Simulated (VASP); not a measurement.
# Sb (Fm-3m) in VASP: settings compared

The runs below take Sb through single point, vibrations by perturbation theory, elastic constants, with LDA, PBEsol, PBE.

Program: VASP 6.6.1. These are calculated values, not measurements. Logs are shortened: lines on timing, memory, paths and dates and some standing lists are left out, and cuts for length are marked.

## 1. The cell of the first run

The structure is cubic, space group Fm-3m (No. 225). The conventional cell has a = 4.742 Å, b = 4.742 Å, c = 4.742 Å, α = 90.00°, β = 90.00°, γ = 90.00°. Sb (site symmetry m-3m) has 12 Sb at 3.35 Å within 4.4 Å.

This isn't the form of Sb at room conditions, which is rhombohedral.

## 2. Single point, LDA

Input file POSCAR:

```
Sb
1.0
    0.0000000000      2.3712425216      2.3712425216
    2.3712425216      0.0000000000      2.3712425216
    2.3712425216      2.3712425216      0.0000000000
Sb
1
Direct
    0.0000000000      0.0000000000      0.0000000000
```

Input file INCAR.step1:

```
PREC = Accurate ; ENCUT = 520
EDIFF = 1E-7 ; ISMEAR = -1
SIGMA = 0.05 ; LREAL = False
LASPH = True ; NELM = 60
ALGO = Normal ; ISIF = 2
LWAVE = False ; LCHARG = True
NBANDS = 8
```

Input file KPOINTS.step1:

```
regular mesh
0
Gamma
  6 6 6
```

Input file INCAR.step2:

```
PREC = Accurate ; ENCUT = 520
EDIFF = 1E-7 ; ISMEAR = -5
SIGMA = 0.05 ; LREAL = False
LASPH = True ; NELM = 60
ALGO = Normal ; ISIF = 2
LWAVE = False ; LCHARG = False
LORBIT = 10 ; NEDOS = 1001
ICHARG = 11
```

Input file KPOINTS.step2:

```
regular mesh
0
Gamma
  9 9 9
```

Potentials or basis: VASP PAW LDA potentials, release 64 (Sb).

On the command line:

```console
$ cat potpaw_LDA.64/Sb/POTCAR > POTCAR
$ cp INCAR.step1 INCAR
$ cp KPOINTS.step1 KPOINTS
$ mpirun -np 1 vasp_std > vasp.out
$ cp INCAR.step2 INCAR
$ cp KPOINTS.step2 KPOINTS
$ mpirun -np 1 vasp_std > vasp.out
```

OUTCAR:

```text
PREC = Accurate
   ENCUT = 520
   EDIFF = 1E-7
   ISMEAR = -5
   LREAL = False
   LASPH = True
   NELM = 60
   ISIF = 2
   LORBIT = 10
   ICHARG = 11

 ion  position               nearest neighbor table
   1  0.000  0.000  0.000-

  LATTYP: Found a face centered cubic cell.
 ALAT       =     4.7424850432

  Lattice vectors:

 A1 = (   0.0000000000,   2.3712425216,   2.3712425216)
 A2 = (   2.3712425216,   0.0000000000,   2.3712425216)
 A3 = (   2.3712425216,   2.3712425216,   0.0000000000)

Analysis of symmetry for initial positions (statically):
=====================================================================
 Subroutine PRICEL returns:
 Original cell was already a primitive cell.

 Routine SETGRP: Setting up the symmetry group for a
 face centered cubic supercell.

 Subroutine GETGRP returns: Found 48 space group operations
 (whereof 48 operations were pure point group operations)
 out of a pool of 48 trial point group operations.

The static configuration has the point symmetry O_h .

Analysis of symmetry for dynamics (positions and initial velocities):
=====================================================================
 Subroutine PRICEL returns:
 Original cell was already a primitive cell.

 Routine SETGRP: Setting up the symmetry group for a
 face centered cubic supercell.

 Subroutine GETGRP returns: Found 48 space group operations
 (whereof 48 operations were pure point group operations)
 out of a pool of 48 trial point group operations.

The dynamic configuration has the point symmetry O_h .

 Subroutine INISYM returns: Found 48 space group operations
 (whereof 48 operations are pure point group operations),
 and found     1 'primitive' translations

----------------------------------------------------------------------------------------

                                     Primitive cell

  volume of cell :      26.6660

  direct lattice vectors                    reciprocal lattice vectors
     0.000000000  2.371242522  2.371242522    -0.210859916  0.210859916  0.210859916
     2.371242522  0.000000000  2.371242522     0.210859916 -0.210859916  0.210859916
     2.371242522  2.371242522  0.000000000     0.210859916  0.210859916 -0.210859916

  length of vectors
     3.353443334  3.353443334  3.353443334     0.365220089  0.365220089  0.365220089

  position of ions in fractional coordinates (direct lattice)
     0.000000000  0.000000000  0.000000000

  ion indices of the primitive-cell ions
   primitive index   ion index
                 1           1

----------------------------------------------------------------------------------------

 KPOINTS: regular mesh

Automatic generation of k-mesh.
 Grid dimensions read from file:
 generate k-points for:    9    9    9

 Generating k-lattice:

  Cartesian coordinates                     Fractional coordinates (reciprocal lattice)
    -0.023428880  0.023428880  0.023428880     0.111111111  0.000000000  0.000000000
     0.023428880 -0.023428880  0.023428880     0.000000000  0.111111111  0.000000000
     0.023428880  0.023428880 -0.023428880     0.000000000  0.000000000  0.111111111

  Length of vectors
     0.040580010  0.040580010  0.040580010

  Shift w.r.t. Gamma in fractional coordinates (k-lattice)
     0.000000000  0.000000000  0.000000000

 TETIRR: Found    115 inequivalent tetrahedra from     4374

 Subroutine IBZKPT returns following result:
 ===========================================

 Found     35 irreducible k-points:

 Following reciprocal coordinates:
            Coordinates               Weight
  0.000000  0.000000  0.000000      1.000000
  0.111111  0.000000  0.000000      8.000000
  0.222222  0.000000  0.000000      8.000000
  0.333333  0.000000  0.000000      8.000000
  0.444444  0.000000  0.000000      8.000000
  0.111111  0.111111  0.000000      6.000000
[... 16 lines left out ...]
 -0.333333  0.333333  0.000000     12.000000
  0.444444  0.444444  0.000000      6.000000
 [... further k-points ...]
   k-points           NKPTS =     35   k-points in BZ     NKDIM =     35   number of bands    NBANDS=      6
   number of dos      NEDOS =   1001   number of ions     NIONS =      1
   total plane-waves  NPLWV =  21952
   dimension x,y,z NGX =    28 NGY =   28 NGZ =   28
   dimension x,y,z NGXF=    56 NGYF=   56 NGZF=   56
   ions per type =               1
   NGX,Y,Z   is equivalent  to a cutoff of  13.88, 13.88, 13.88 a.u.
   NGXF,Y,Z  is equivalent  to a cutoff of  27.76, 27.76, 27.76 a.u.
 SYSTEM =  unknown system
   PREC   = accura    normal or accurate (medium, high low for compatibility)
   ISTART =      0    job   : 0-new  1-cont  2-samecut
   ICHARG =     11    charge: 1-file 2-atom 10-const
   ISPIN  =      1    spin polarized calculation?
   LNONCOLLINEAR =      F non collinear calculations
   LSORBIT =      F    spin-orbit coupling
   LASPH  =      T    aspherical Exc in radial PAW
   ENCUT  =  520.0 eV  38.22 Ry    6.18 a.u.   6.24  6.24  6.24*2*pi/ulx,y,z
   NELM   =     60;   NELMIN=  2; NELMDL=  0     # of ELM steps
   EDIFF  = 0.1E-06   stopping-criterion for ELM
   LREAL  =      F    real-space projection
   EDIFFG = 0.1E-05   stopping-criterion for IOM
   NSW    =      0    number of steps for IOM
   IBRION =     -1    ionic relax: 0-MD 1-quasi-New 2-CG
   NFREE  =      0    steps in history (QN), initial steepest desc. (CG)
   ISIF   =      2    stress and relaxation
   ISYM   =      2    0-nonsym 1-usesym 2-fastsym
   POTIM  = 0.5000    time-step for ionic-motion
   TEBEG  =    0.0;   TEEND  =   0.0 temperature during run
   PSTRESS=    0.0 pullay stress
   NELECT =       5.0000    total number of electrons
   NUPDOWN=      -1.0000    fix difference up-down
   EMIN   =  10.00;   EMAX   =-10.00  energy-range for DOS
   EFERMI =   0.00;   METHOD = LEGACY
   ISMEAR =    -5;   SIGMA  =   0.05  broadening in eV -4-tet -1-fermi 0-gaus
   EFERMI_NEDOS =   21; number of points for ismear=-14 and -15
   IALGO  =     38    algorithm
   IMIX   =      4    mixing-type and parameters
     AMIX     =   0.40;   BMIX     =  1.00
     AMIX_MAG =   1.60;   BMIX_MAG =  1.00
  volume/ion in A,a.u.               =      26.67       179.95
  Fermi-wavevector in a.u.,A,eV,Ry     =   0.937013  1.770697 11.945820  0.877993
  Thomas-Fermi vector in A             =   2.064081
   LORBIT       =     10    0 simple, 1 ext, 2 COOP (PROOUT), +10 PAW based schemes
   GGA     = CA    functional components
   LHFCALC =     F    Hartree Fock is set to
   AEXX    =    0.0000 exact exchange contribution
   IVDW    =     0    specifies the selected vdW correction
   LEPSILON=     F    determine dielectric tensor
   LRPA    =     F    only Hartree local field effects (RPA)
 non-spin polarized calculation
 Fermi weights with tetrahedron method with Bloechl corrections
  energy-cutoff  :      520.00
  volume of cell :       26.67
 maximum number of plane-waves:       745
 NGX is ok and might be reduce to    28

 number of electron       5.0000000 magnetization

 Free energy of the ion-electron system (eV)
  ---------------------------------------------------
  ext. energy  EPLUGINS =         0.00000000
  ---------------------------------------------------
  free energy    TOTEN  =        -4.52306885 eV

  energy without entropy =       -4.52306885  energy(sigma->0) =       -4.52306885

 E-fermi :   8.5727     XC(G=0): -10.4160

 val. band max:        8.9757585980   @ k =   0.4444   0.4444   0.0000
 cond. band min:       8.7284433314   @ k =  -0.4444   0.2222   0.1111
 fundamental gap:     -0.2473152666
 Fermi energy:         8.5727300670

 k-point     1 :       0.0000    0.0000    0.0000
  band No.  band energies     occupation
      1      -4.4840      2.00000
      2      13.8308      0.00000
      3      13.8308      0.00000
      4      13.8308      0.00000
      5      18.3272      0.00000
      6      18.3272      0.00000

 k-point     2 :       0.1111    0.0000    0.0000
  band No.  band energies     occupation
      1      -4.2384      2.00000
      2      11.8358     -0.00027
      3      13.5309      0.00000
      4      13.5309      0.00000
      5      17.3663      0.00000
      6      18.7908      0.00000

 k-point     3 :       0.2222    0.0000    0.0000
  band No.  band energies     occupation
      1      -3.5098      2.00000
      2       8.5278      1.00948
      3      12.9486      0.00000
      4      12.9486      0.00000
      5      16.8464      0.00000
      6      18.9426      0.00000

 k-point     4 :       0.3333    0.0000    0.0000
  band No.  band energies     occupation
      1      -2.3439      2.00000
      2       5.4383      2.00000
      3      12.4485      0.00000
      4      12.4485      0.00000
      5      16.6495      0.00000
      6      18.1128      0.00000

 k-point     5 :       0.4444    0.0000    0.0000
  band No.  band energies     occupation
      1      -1.0137      2.00000
      2       3.1110      2.00000
      3      12.1755      0.00000
      4      12.1755      0.00000
      5      16.6836      0.00000
      6      17.5977      0.00000

 k-point     6 :       0.1111    0.1111    0.0000
  band No.  band energies     occupation
      1      -4.1564      2.00000
      2      12.6029      0.00000
      3      12.7216      0.00000
      4      12.7216      0.00000
      5      16.4309      0.00000
      6      19.2291      0.00000

 k-point     7 :       0.2222    0.1111    0.0000
  band No.  band energies     occupation
      1      -3.5877      2.00000
      2       9.7094      0.11102
      3      11.9473      0.00000
      4      12.5143      0.00000
      5      16.3667      0.00000
      6      17.9214      0.00000

 k-point     8 :       0.3333    0.1111    0.0000
  band No.  band energies     occupation
      1      -2.5607      2.00000
      2       6.5735      2.11513
      3      11.4750      0.00000
      4      11.7347      0.00000
      5      16.0410      0.00000
      6      18.2932      0.00000
[... 91 lines left out ...]
 k-point    19 :      -0.2222    0.2222    0.0000
  band No.  band energies     occupation
      1      -1.9474      2.00000
      2       6.6981      2.00000
      3       7.8804      1.31548
      4      12.4311      0.00000
      5      16.3462      0.00000
      6      19.4780      0.00000

 k-point    20 :       0.3333    0.3333    0.0000
  band No.  band energies     occupation
      1      -1.5960      2.00000
      2       7.0883      2.02432
      3       9.6763     -0.28735
      4       9.6763      0.00000
      5      13.7724      0.00000
      6      13.7825      0.00000

 k-point    21 :       0.4444    0.3333    0.0000
  band No.  band energies     occupation
      1      -0.4996      2.00000
      2       5.5081      2.00000
      3       8.1621      1.77148
      4       9.4026     -0.04541
      5      13.4248      0.00000
      6      14.9159      0.00000

 k-point    22 :      -0.4444    0.3333    0.0000
  band No.  band energies     occupation
      1       0.5903      2.00000
      2       4.4313      2.00000
      3       6.2869      2.01031
      4       9.6299     -0.15588
      5      13.5617      0.00000
      6      17.5670      0.00000

 k-point    23 :      -0.3333    0.3333    0.0000
  band No.  band energies     occupation
      1       0.4424      2.00000
      2       5.0316      2.00000
      3       5.1785      2.00000
      4      10.3324     -0.02619
      5      14.1566      0.00000
      6      20.5298      0.00000

 k-point    24 :       0.4444    0.4444    0.0000
  band No.  band energies     occupation
      1       0.3673      2.00000
      2       4.2477      2.00000
      3       8.9758      1.15053
      4       8.9758      0.03552
      5      12.8342      0.00000
      6      13.2441      0.00000

 [... further k-points ...]

------------------------ aborting loop because EDIFF is reached ----------------------------------------

  FORCE on cell =-STRESS in cart. coord.  units (eV):
  Direction    XX          YY          ZZ          XY          YZ          ZX
  --------------------------------------------------------------------------------------
  -------------------------------------------------------------------------------------
  Total       -0.3063532     -0.3063532     -0.3063532     -0.0000000     -0.0000000     -0.0000000
  in kB      -18.4066610    -18.4066610    -18.4066610     -0.0000000     -0.0000000     -0.0000000
  external PRESSURE =     -18.4066610 kB  Pullay stress =       0.0000000 kB

 VOLUME and BASIS-vectors are now :
 -----------------------------------------------------------------------------
  energy-cutoff  :      520.00
  volume of cell :       26.67
      direct lattice vectors                 reciprocal lattice vectors
     0.000000000  2.371242522  2.371242522    -0.210859916  0.210859916  0.210859916
     2.371242522  0.000000000  2.371242522     0.210859916 -0.210859916  0.210859916
     2.371242522  2.371242522  0.000000000     0.210859916  0.210859916 -0.210859916

 POSITION                                       TOTAL-FORCE (eV/Angst)
 -----------------------------------------------------------------------------------
      0.00000      0.00000      0.00000         0.000000     -0.000000      0.000000
 -----------------------------------------------------------------------------------
    total drift:                                0.000000      0.000000      0.000000

  FREE ENERGIE OF THE ION-ELECTRON SYSTEM (eV)
  ---------------------------------------------------
  free  energy   TOTEN  =        -4.5230688461 eV

  energy  without entropy=       -4.5230688461  energy(sigma->0) =       -4.52306885

 total charge

# of ion       s       p       d       tot
------------------------------------------
    1        1.268   1.051   0.043   2.362
```

It used 3.1 s of CPU time on 1 thread of Intel(R) Xeon(R) 6975P-C (Granite Rapids) (shared host).

What came out:

* Valence electrons inside the program's atomic spheres: Sb 2.36

Caveat: the k points lie up to 0.38 Å⁻¹ apart; spin-orbit coupling is left out, which moves the levels of the heavy elements; tetrahedron occupations give inexact forces and stress in metals.

## 3. Single point, PBEsol

POSCAR is that of step 2.

Input file INCAR.step1:

```
PREC = Accurate
ENCUT = 520
EDIFF = 1E-6
ISMEAR = -1
SIGMA = 0.05
LREAL = F
LASPH = T
NELM = 100
ALGO = Normal
ISIF = 2
LWAVE = F
LCHARG = T
GGA = PS
NBANDS = 8
```

KPOINTS.step1 is that of step 2.

Input file INCAR.step2:

```
PREC = Accurate
ENCUT = 520
EDIFF = 1E-6
ISMEAR = -5
SIGMA = 0.05
LREAL = F
LASPH = T
NELM = 100
ALGO = Normal
ISIF = 2
LWAVE = F
LCHARG = F
GGA = PS
LORBIT = 11
NEDOS = 1001
ICHARG = 11
```

KPOINTS.step2 is that of step 2.

Potentials or basis: VASP PAW PBE potentials, release 64 (Sb).

On the command line:

```console
$ cat potpaw_PBE.64/Sb/POTCAR > POTCAR
$ cp INCAR.step1 INCAR
$ cp KPOINTS.step1 KPOINTS
$ mpirun -np 1 vasp_std > vasp.out
$ cp INCAR.step2 INCAR
$ cp KPOINTS.step2 KPOINTS
$ mpirun -np 1 vasp_std > vasp.out
```

OUTCAR:

```text
PREC = Accurate
   ENCUT = 520
   EDIFF = 1E-6
   ISMEAR = -5
   LREAL = F
   LASPH = T
   NELM = 100
   ISIF = 2
   GGA = PS
   LORBIT = 11
   ICHARG = 11

 ion  position               nearest neighbor table
   1  0.000  0.000  0.000-

  LATTYP: Found a face centered cubic cell.
 ALAT       =     4.7424850432

  Lattice vectors:

 A1 = (   0.0000000000,   2.3712425216,   2.3712425216)
 A2 = (   2.3712425216,   0.0000000000,   2.3712425216)
 A3 = (   2.3712425216,   2.3712425216,   0.0000000000)

Analysis of symmetry for initial positions (statically):
=====================================================================
 Subroutine PRICEL returns:
 Original cell was already a primitive cell.

 Routine SETGRP: Setting up the symmetry group for a
 face centered cubic supercell.

 Subroutine GETGRP returns: Found 48 space group operations
 (whereof 48 operations were pure point group operations)
 out of a pool of 48 trial point group operations.

The static configuration has the point symmetry O_h .

[... 161 lines left out ...]

 val. band max:        8.9676452968   @ k =   0.4444   0.4444   0.0000
 cond. band min:       8.7128477542   @ k =  -0.4444   0.2222   0.1111
 fundamental gap:     -0.2547975426
 Fermi energy:         8.5467413014

 k-point     1 :       0.0000    0.0000    0.0000
  band No.  band energies     occupation
      1      -4.5127      2.00000
      2      13.8884      0.00000
      3      13.8884      0.00000
      4      13.8884      0.00000
      5      18.5235      0.00000
      6      18.5236      0.00000
[... 199 lines left out ...]
 k-point    24 :       0.4444    0.4444    0.0000
  band No.  band energies     occupation
      1       0.3787      2.00000
      2       4.2088      2.00000
      3       8.9676      1.13180
      4       8.9676      0.03398
      5      12.7519      0.00000
      6      13.1817      0.00000

 [... further k-points ...]

------------------------ aborting loop because EDIFF is reached ----------------------------------------

  FORCE on cell =-STRESS in cart. coord.  units (eV):
  Direction    XX          YY          ZZ          XY          YZ          ZX
  --------------------------------------------------------------------------------------
  -------------------------------------------------------------------------------------
  Total       -0.1284477     -0.1284477     -0.1284477     -0.0000000      0.0000000      0.0000000
  in kB       -7.7175425     -7.7175425     -7.7175425     -0.0000000      0.0000000      0.0000000
  external PRESSURE =      -7.7175425 kB  Pullay stress =       0.0000000 kB

 VOLUME and BASIS-vectors are now :
 -----------------------------------------------------------------------------
  energy-cutoff  :      520.00
  volume of cell :       26.67
      direct lattice vectors                 reciprocal lattice vectors
     0.000000000  2.371242522  2.371242522    -0.210859916  0.210859916  0.210859916
     2.371242522  0.000000000  2.371242522     0.210859916 -0.210859916  0.210859916
     2.371242522  2.371242522  0.000000000     0.210859916  0.210859916 -0.210859916

 POSITION                                       TOTAL-FORCE (eV/Angst)
 -----------------------------------------------------------------------------------
      0.00000      0.00000      0.00000         0.000000      0.000000      0.000000
 -----------------------------------------------------------------------------------
    total drift:                                0.000000      0.000000      0.000000

  FREE ENERGIE OF THE ION-ELECTRON SYSTEM (eV)
  ---------------------------------------------------
  free  energy   TOTEN  =        -4.2931685429 eV

  energy  without entropy=       -4.2931685429  energy(sigma->0) =       -4.29316854

 total charge

# of ion       s       p       d       tot
------------------------------------------
    1        1.260   1.034   0.041   2.335
```

OUTCAR.step1:

```text
PREC = Accurate
   ENCUT = 520
   EDIFF = 1E-6
   ISMEAR = -1
   LREAL = F
[... 381 lines left out ...]

 POSITION                                       TOTAL-FORCE (eV/Angst)
 -----------------------------------------------------------------------------------
      0.00000      0.00000      0.00000        -0.000000     -0.000000     -0.000000
 -----------------------------------------------------------------------------------
    total drift:                                0.000000      0.000000      0.000000

  FREE ENERGIE OF THE ION-ELECTRON SYSTEM (eV)
  ---------------------------------------------------
  free  energy   TOTEN  =        -4.3356336273 eV

  energy  without entropy=       -4.3224753798  energy(sigma->0) =       -4.32905450
```

It used 3.7 s of CPU time on 1 thread of Intel(R) Xeon(R) 6975P-C (Granite Rapids), on a shared host.

Results:

```
Valence electrons inside the program's atomic spheres : Sb 2.33
```

Levels at points of the mesh, in eV from the Fermi level:
```
           k point  band 1  band 2  band 3  band 4  band 5  band 6
(0.00, 0.00, 0.00)  -13.06    5.34    5.34    5.34    9.98    9.98
```

Caveat: the k points lie up to 0.38 Å⁻¹ apart; the PAW data sets were made with another functional, which shifts forces and pressure a little; spin-orbit coupling is left out, which moves the levels of the heavy elements; tetrahedron occupations give inexact forces and stress in metals.

[end of part 1 of 2]
